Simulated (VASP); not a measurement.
**Ba2SnF6: single point with PBE**

The system is Ba2SnF6.

```xyz
9
Lattice="0.0000 4.3494 4.3494 4.3494 0.0000 4.3494 4.3494 4.3494 0.0000" Properties=species:S:1:pos:R:3 pbc="T T T"
Ba    2.1747    2.1747    2.1747
Ba    6.5241    6.5241    6.5241
Sn    0.0000    0.0000    0.0000
F     2.2760    4.3494    4.3494
F     4.3494    2.2760    4.3494
F     6.4228    4.3494    4.3494
F     4.3494    6.4228    4.3494
F     4.3494    4.3494    2.2760
F     4.3494    4.3494    6.4228
```

| Item | Value |
| --- | --- |
| Program | VASP 6.6.1 |
| Task | single point |
| Functional | PBE |
| Potentials or basis | VASP PAW PBE potentials, release 64 (Ba_sv, Sn_d, F) |
| Cutoff | 520 eV |
| k mesh | 4 × 4 × 4 |
| Occupations | gaussian, width 0.1 eV |
| Spin | no spin polarisation |
| Dipole correction | no |
| Further INCAR settings | ALGO = Normal; EDIFF = 1e-06; NBANDS = 48 |

The pressure is 0.4 GPa, the largest force is 0.012 eV/Å and the band gap on the k mesh is 2.28 eV, indirect (least direct gap 2.94 eV).

Forces in eV/Å, atoms in the order of the input:
```
Ba   0.000  0.000  0.000
Ba   0.000  0.000  0.000
Sn   0.000  0.000  0.000
F    0.012  0.000  0.000
F    0.000  0.012  0.000
F   -0.012  0.000  0.000
F    0.000 -0.012  0.000
F    0.000  0.000  0.012
F    0.000  0.000 -0.012
```

Levels at points of the mesh, in eV from the valence-band top:
```
           k point  band 34  band 35  band 36  band 37  band 38  band 39  band 40  band 41  band 42  band 43
(0.00, 0.00, 0.00)    -3.81    -3.81    -3.75    -3.75    -0.97     2.28     2.28     2.45     2.45     2.45
(0.50, 0.00, 0.00)    -3.92    -3.92    -3.78    -3.78    -0.18     3.20     3.20     3.27     3.87     3.87
(0.50, 0.50, 0.00)    -4.12    -4.12    -3.84    -3.76    -0.01     2.93     3.24     3.95     4.01     4.01
```

Wall time 4.5 min on 1 thread of AMD EPYC 7571, on a shared host, peak memory 0.31 GiB.

Caveat: spin-orbit coupling is left out, which moves the levels of the heavy elements. A k mesh can miss the band edges.
